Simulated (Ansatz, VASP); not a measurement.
WS2 in VASP and in Ansatz

The input INCAR:

```
SYSTEM = WS2
  PREC = Accurate
  ENCUT = 520
  EDIFF = 1E-6
  ISMEAR = 0
  SIGMA = 0.05
  LREAL = .False.
  LASPH = .True.
  NELM = 80
  ALGO = Normal
  ISIF = 2
  LWAVE = .False.
  LCHARG = .False.
  GGA = PS
  NBANDS = 20
```

KPOINTS

```
regular mesh
0
Gamma
  12 12 2
  0 0 0
```

The input POSCAR:

```
WS2
1.0
    3.1457762207      0.0000000000      0.0000000000
   -1.5728881103      2.7243221217      0.0000000000
    0.0000000000      0.0000000000     16.9534210371
W S
1 2
Direct
    0.3333333333      0.6666666667      0.0000000000
    0.6666666667      0.3333333333      0.9075761486
    0.6666666667      0.3333333333      0.0924238514
```

Input for Ansatz:

```yaml
crystal:
  lattice:
    - [3.1457762098, 0.0, 0.0]
    - [-1.5728881049, 2.7243221123, 0.0]
    - [0.0, 0.0, 16.9534209708]
  atoms:
    - { symbol: W, position: [0.3333333333, 0.6666666667, 0.0] }
    - { symbol: S, position: [0.6666666667, 0.3333333333, 0.907576148] }
    - { symbol: S, position: [0.6666666667, 0.3333333333, 0.092423852] }
basis:
  ecutwfc: 420
kpoints:
  mp_grid: { grid: [12, 12, 2] }
hamiltonian:
  xc: pbesol
scf:
  occupations: { method: gaussian, width: 0.05 }
output:
  forces: true
  stress: true
  eigenvalues: true
  write_density: true
  write_potential: true
  elf: true
  volumetric_format: npy
```

Alike in both runs: task single point; functional PBEsol; k mesh 12 × 12 × 2; occupations gaussian, width 0.05 eV; no spin polarisation.

```csv
,VASP,Ansatz
version,VASP 6.6.1,Ansatz 0.2.0
potentials or method,"VASP PAW PBE potentials, release 64 (W_sv, S), cutoff 520 eV","scalar-relativistic, plane waves, PAW"
valence electrons in the cell,26,26
```

```csv
,VASP,Ansatz,Ansatz less VASP
gap on the k mesh at the Fermi level (eV),1.94,1.94,-0.005
least direct gap on the mesh (eV),1.94,1.94,-0.005
rms of the force components (eV/Å),0.010,0.001,-0.0088
```

VASP's potentials were made for PBE, not for PBEsol. Atom by atom the forces differ by 0.011 eV/Å (rms over components). Ansatz's warnings: xc potential rough in thin density.

Spin-orbit coupling is off throughout.
